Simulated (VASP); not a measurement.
Runs of VASP 6.6.1 on Mg3SnO. The structure is that of space group Pm-3m (No. 221), or close to it. The cells are those of the table. 

| level | cell | gap on the mesh (eV) | pressure (GPa) |
| --- | --- | --- | --- |
| PBE | a = 4.344 Å, 5 atoms | none | 2.0 |
| PBE | a = 4.475 Å, 5 atoms | none | (a) |
| PBE | a = 4.299 Å, 5 atoms | none | 4.7 |
| r2SCAN | a = 4.345 Å, 5 atoms | none | -0.5 |

Alike in all rows: task single point; potentials or basis VASP PAW PBE potentials, release 64 (Sn_d, O, Mg); no spin polarisation; k mesh 6 × 6 × 6; cutoff (eV) 520; smearing fermi-dirac 0.02 eV.

Problem. Fill in the values left out.

Solution. (a) -3.9.

Caveats: spin-orbit coupling is left out, which moves the levels of the heavy elements; the PAW data sets were made with another functional, which shifts forces and pressure a little (some runs).

A k mesh can miss the band edges, and the runs leave out spin-orbit coupling on Sn.

A gap of «none» marks levels without a gap at the run's occupations.
